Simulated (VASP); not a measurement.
# NaMo18S36 (a cell with a defect) in VASP: a series of runs, part 2 of 3

VASP 6.6.1.

### Step 3. Single point, PBE

File INCAR:

```
SYSTEM = NaMo18S36
PREC = Accurate
ENCUT = 520
EDIFF = 1E-6
ISMEAR = -1
SIGMA = 0.01
LREAL = Auto
LASPH = .True.
NELM = 60
ALGO = Normal
ISIF = 2
LWAVE = .False.
LCHARG = .False.
GGA = PE
NBANDS = 270
NELECT = 474.0
```

File KPOINTS:

```
regular mesh
0
Gamma
  1 1 1
  0 0 0
```

File POSCAR:

```
NaMo18S36
1.0
    9.3669868000      0.0000000800      0.0000000000
   -4.6834934700      8.1120484800      0.0000000000
    0.0000000000      0.0000000000     12.0827026900
Mo S Na
18 36 1
Direct
    0.2219510470      0.1101484325      0.2559018076
    0.1102888153      0.2218883341      0.7439879151
    0.2219520360      0.4452394642      0.2559001456
    0.1098855316      0.5573643624      0.7417465242
    0.2223686811      0.7779042614      0.2541338769
    0.1098901412      0.8860035500      0.7417412592
    0.5574448107      0.1097667041      0.2581535653
    0.4453784530      0.2218762316      0.7439916377
    0.5570548480      0.4452503543      0.2558925734
    0.4453777772      0.5569841889      0.7439873292
    0.5574458862      0.7811250595      0.2581516937
    0.4449844784      0.8892295123      0.7457442587
    0.8860772096      0.1097622848      0.2581418443
    0.7780247161      0.2222725479      0.7457532370
    0.8893082151      0.4448586833      0.2541382846
    0.7812467178      0.5573614271      0.7417354594
    0.8893124773      0.7778968602      0.2541418317
    0.7780326745      0.8892281992      0.7457548081
    0.2225729252      0.1113667005      0.6148518974
    0.1114379489      0.2224421385      0.3850394714
    0.2173533049      0.1009719427      0.8687917891
    0.1010677168      0.2172594143      0.1310975413
    0.2225690314      0.4446824706      0.6148506895
    0.1109115313      0.5563034445      0.3835459051
    0.2173705653      0.4498587321      0.8687915194
    0.1116978608      0.5555081858      0.1248129493
    0.2251086693      0.7792896955      0.6137437624
    0.1109124070      0.8880492701      0.3835495391
    0.2206073834      0.7770403448      0.8732055309
    0.1116944221      0.8896375121      0.1248124122
    0.5564283591      0.1108354198      0.6163399219
    0.4447673822      0.2224564785      0.3850418006
    0.5556178138      0.1116099180      0.8750785487
    0.4499514806      0.2172409799      0.1310973073
    0.5558835115      0.4446746032      0.6148460185
    0.4447636776      0.5557583786      0.3850382026
    0.5662685948      0.4498744966      0.8687903075
    0.4499457859      0.5661642366      0.1310956910
    0.5564361011      0.7790784007      0.6163378201
    0.4422195423      0.8878296355      0.3861462367
    0.5556227980      0.7774880920      0.8750775438
    0.4467481494      0.8901058945      0.1266808681
    0.8881834578      0.1108274385      0.6163443715
    0.7793882173      0.2249922655      0.3861440175
    0.8897648694      0.1116198162      0.8750754133
    0.7771187918      0.2204814429      0.1266812004
    0.8879664209      0.4421328096      0.6137457240
    0.7791433314      0.5562920831      0.3835475513
    0.8902015815      0.4466505369      0.8732084587
    0.7775612860      0.5555097412      0.1248072070
    0.8879655908      0.7793025743      0.6137448828
    0.7793798072      0.8878387694      0.3861453105
    0.8902024129      0.7770162454      0.8732075137
    0.7771224482      0.8900882551      0.1266831042
    0.3336650576      0.3335630034     -0.0000503796
```

Potentials or basis: VASP PAW PBE potentials, release 64 (Mo_sv, S, Na_pv).

Launch:

```console
cat potpaw_PBE.64/Mo_sv/POTCAR potpaw_PBE.64/S/POTCAR potpaw_PBE.64/Na_pv/POTCAR > POTCAR
mpirun -np 1 vasp_gam > vasp.out
```

OUTCAR:

```text
SYSTEM = NaMo18S36
   PREC = Accurate
   ENCUT = 520
   EDIFF = 1E-6
   ISMEAR = -1
   LREAL = Auto
   LASPH = .True.
   NELM = 60
   ISIF = 2
   GGA = PE
   NELECT = 474.0

 ion  position               nearest neighbor table
   1  0.222  0.110  0.256-  28 2.37  22 2.39  34 2.39  20 2.39  32 2.39  30 2.39  17 3.11   5 3.11
                             3 3.14   9 3.14  13 3.14   7 3.14
   2  0.110  0.222  0.744-  43 2.37  25 2.39  21 2.39  23 2.39  19 2.39  45 2.39  14 3.11  18 3.11
                            10 3.14   8 3.14   4 3.14   6 3.14
   3  0.222  0.445  0.256-  24 2.37  22 2.39  38 2.39  20 2.39  36 2.39  26 2.39  15 3.11   5 3.11
                             1 3.14   9 3.14  13 3.14  11 3.14
   4  0.110  0.557  0.742-  25 2.32  47 2.37  27 2.37  23 2.39  29 2.39  49 2.39   6 3.08  16 3.08
                            14 3.12  12 3.12   2 3.14  10 3.14
   5  0.222  0.778  0.254-  24 2.38  28 2.38  42 2.38  26 2.39  30 2.39  40 2.39   1 3.11   3 3.11
                            17 3.12  15 3.12  11 3.12   7 3.12
   6  0.110  0.886  0.742-  21 2.32  51 2.37  27 2.37  19 2.39  29 2.39  53 2.39   4 3.08  16 3.08
                            18 3.12  12 3.12   8 3.14   2 3.14
   7  0.557  0.110  0.258-  34 2.32  40 2.37  44 2.37  32 2.39  42 2.39  46 2.39  13 3.08  11 3.08
                             5 3.12  15 3.12   9 3.14   1 3.14
   8  0.445  0.222  0.744-  31 2.37  37 2.39  21 2.39  19 2.39  35 2.39  33 2.39  14 3.11  12 3.11
                             2 3.14  10 3.14  16 3.14   6 3.14
   9  0.557  0.445  0.256-  48 2.37  34 2.39  38 2.39  32 2.39  36 2.39  50 2.39  15 3.11  17 3.11
[... 40 lines left out ...]
  40  0.442  0.888  0.386-  11 2.37   7 2.37   5 2.39
  41  0.556  0.777  0.875-  12 2.39  18 2.39  10 2.39
  42  0.447  0.890  0.127-   5 2.38   7 2.39  11 2.39
  43  0.888  0.111  0.616-   2 2.37  18 2.38  14 2.38
  44  0.779  0.225  0.386-  13 2.37   7 2.37  15 2.39
[... 8 lines left out ...]
  53  0.890  0.777  0.873-  18 2.38  16 2.39   6 2.39
  54  0.777  0.890  0.127-  17 2.38  13 2.39  11 2.39
  55  0.334  0.334  1.000-  22 2.46  38 2.46  25 2.46  21 2.46  34 2.46  37 2.46

  LATTYP: Found a hexagonal cell.
 ALAT       =     9.3669868000
 C/A-ratio  =     1.2899241718

  Lattice vectors:

 A1 = (   9.3669868000,   0.0000000800,   0.0000000000)
 A2 = (  -4.6834934700,   8.1120484800,   0.0000000000)
 A3 = (   0.0000000000,   0.0000000000,  12.0827026900)

Analysis of symmetry for initial positions (statically):
[... 238 lines left out ...]
 non-spin polarized calculation
  energy-cutoff  :      520.00
  volume of cell :      918.11
 maximum number of plane-waves:     12404
 NGX is ok and might be reduce to    70
   NGX = 35   NGY = 35   NGZ = 45

 number of electron     474.0000003 magnetization

 Free energy of the ion-electron system (eV)
  ---------------------------------------------------
  ext. energy  EPLUGINS =         0.00000000
  ---------------------------------------------------
  free energy    TOTEN  =      -400.27432474 eV

  energy without entropy =     -400.27432474  energy(sigma->0) =     -400.27432474

 E-fermi :   8.6877     XC(G=0): -11.1434

 val. band max:        8.3274544952   @ k =   0.0000   0.0000   0.0000
 cond. band min:       9.4704868348   @ k =   0.0000   0.0000   0.0000
 fundamental gap:      1.1430323396
 Fermi energy:         8.6877294259

 k-point     1 :       0.0000    0.0000    0.0000
  band No.  band energies     occupation
      1     -53.1004      2.00000
      2     -53.1004      2.00000
      3     -53.0719      2.00000
      4     -53.0718      2.00000
      5     -53.0701      2.00000
      6     -53.0701      2.00000
[... 241 lines left out ...]
    248       9.8620      0.00000
    249       9.8620      0.00000
 [bands above 249 left out]

------------------------ aborting loop because EDIFF is reached ----------------------------------------

  FORCE on cell =-STRESS in cart. coord.  units (eV):
  Direction    XX          YY          ZZ          XY          YZ          ZX
  --------------------------------------------------------------------------------------
  -------------------------------------------------------------------------------------
  Total       42.7455000     42.7519047     39.1604338     -0.0024849      0.0078085      0.0134353
  in kB       74.5944380     74.6056148     68.3382006     -0.0043364      0.0136265      0.0234457
  external PRESSURE =      72.5127511 kB  Pullay stress =       0.0000000 kB

 VOLUME and BASIS-vectors are now :
 -----------------------------------------------------------------------------
  energy-cutoff  :      520.00
  volume of cell :      918.11
      direct lattice vectors                 reciprocal lattice vectors
     9.366986800  0.000000080  0.000000000     0.106757917  0.061636713  0.000000000
    -4.683493470  8.112048480  0.000000000    -0.000000001  0.123273424  0.000000000
     0.000000000  0.000000000 12.082702690     0.000000000  0.000000000  0.082762940

 POSITION                                       TOTAL-FORCE (eV/Angst)
 -----------------------------------------------------------------------------------
      1.56313      0.89353      3.09199         0.001654      0.000755      0.001809
     -0.00614      1.79997      8.98938        -0.001647     -0.002205     -0.001960
     -0.00625      3.61180      3.09197        -0.000999      0.002578      0.002128
     -1.58112      4.52137      8.96230         0.002225     -0.001526     -0.002214
     -1.56039      6.31040      3.07062        -0.003405     -0.000707      0.000373
     -3.12025      7.18730      8.96224        -0.000097     -0.000278     -0.001480
[... 47 lines left out ...]
      3.11057      7.22044      1.53067         0.000554      0.000626      0.014399
      1.56320      2.70588     12.08209         0.000482     -0.000493     -0.000372
 -----------------------------------------------------------------------------------
    total drift:                               -0.003107      0.001030      0.001117

  FREE ENERGIE OF THE ION-ELECTRON SYSTEM (eV)
  ---------------------------------------------------
  free  energy   TOTEN  =      -400.2743247431 eV

  energy  without entropy=     -400.2743247431  energy(sigma->0) =     -400.27432474
```

OSZICAR:

```text
N       E                     dE             d eps       ncg     rms          rms(c)
DAV:   1     0.716360633688E+04    0.71636E+04   -0.28814E+05   564   0.182E+03
DAV:   2     0.412338665024E+03   -0.67513E+04   -0.65713E+04   652   0.522E+02
DAV:   3    -0.373439823724E+03   -0.78578E+03   -0.75018E+03   682   0.164E+02
[... 11 lines left out ...]
DAV:  15    -0.400274294144E+03    0.78083E-04   -0.84742E-04   728   0.824E-02    0.104E-01
DAV:  16    -0.400274317078E+03   -0.22935E-04   -0.94529E-05   672   0.228E-02    0.573E-02
DAV:  17    -0.400274321293E+03   -0.42144E-05   -0.10809E-05   672   0.891E-03    0.411E-02
DAV:  18    -0.400274324352E+03   -0.30588E-05   -0.85603E-06   560   0.846E-03    0.216E-02
DAV:  19    -0.400274324743E+03   -0.39140E-06   -0.49225E-06   520   0.654E-03
   1 F= -.40027432E+03 E0= -.40027432E+03  d E =-.164507E-15
```

stdout:

```text
POSCAR found type information on POSCAR MoS Na
 POSCAR found :  3 types and      55 ions
 scaLAPACK will be used
 LDA part: xc-table for (Slater+PW92), standard interpolation
 POSCAR, INCAR and KPOINTS ok, starting setup
 FFT: planning ... GRIDC
 FFT: planning ... GRID_SOFT
 FFT: planning ... GRID
 WAVECAR not read
 entering main loop
 the old and the new charge density differ
 old charge density:   475.00000 new  474.00000
    0.110E+02
```

It took 8.1 min on 1 thread of AMD EPYC 7R43 (Zen 3), shared host; peak memory 0.85 GiB.

What came out:

* Free energy: -400.2743 eV
* Largest force: 0.026 eV/Å

Forces in eV/Å, atoms in the order of the input:
```
Mo   0.002  0.001  0.002
Mo  -0.002 -0.002 -0.002
Mo  -0.001  0.003  0.002
Mo   0.002 -0.002 -0.002
Mo  -0.003 -0.001  0.000
Mo   0.000  0.000 -0.001
Mo   0.000  0.001  0.001
Mo  -0.002 -0.001 -0.001
Mo  -0.001  0.000  0.003
Mo   0.000 -0.002 -0.002
Mo   0.000  0.000  0.001
Mo   0.000  0.000  0.000
Mo   0.003  0.001  0.002
Mo   0.000 -0.002  0.000
Mo  -0.001  0.001  0.000
Mo   0.000 -0.001 -0.002
Mo   0.000 -0.001  0.000
Mo  -0.002  0.000 -0.001
S   -0.001  0.000  0.017
S    0.001 -0.002 -0.017
S    0.001 -0.010 -0.021
S   -0.011 -0.008  0.022
S    0.000  0.000  0.015
S   -0.001  0.000 -0.017
S   -0.009  0.010 -0.019
S    0.001  0.000  0.013
S   -0.001 -0.003  0.015
S   -0.003  0.002 -0.017
S    0.001  0.002 -0.014
S   -0.001  0.000  0.015
S    0.001 -0.001  0.017
S   -0.002 -0.001 -0.016
S    0.001  0.000 -0.014
S    0.010 -0.003  0.019
S   -0.001  0.001  0.017
S    0.000  0.000 -0.017
S    0.010  0.004 -0.018
S    0.000  0.009  0.018
S    0.000 -0.001  0.017
S    0.002  0.001 -0.014
S    0.001  0.002 -0.017
S    0.001  0.000  0.015
S    0.003  0.000  0.017
S   -0.003 -0.003 -0.015
S    0.002 -0.001 -0.014
S    0.001  0.002  0.014
S   -0.001  0.002  0.014
S   -0.001  0.000 -0.016
S    0.001  0.001 -0.015
S    0.003  0.000  0.017
S    0.000  0.000  0.018
S    0.001  0.000 -0.017
S    0.002  0.003 -0.015
S    0.001  0.001  0.014
Na   0.000  0.000  0.000
```

Caveat: the k points lie up to 0.77 Å⁻¹ apart; the cell carries a net charge on a neutralising background, which shifts energy and pressure; the cell is charged against a uniform background, so pressure and absolute levels hang on convention.

[end of part 2 of 3]
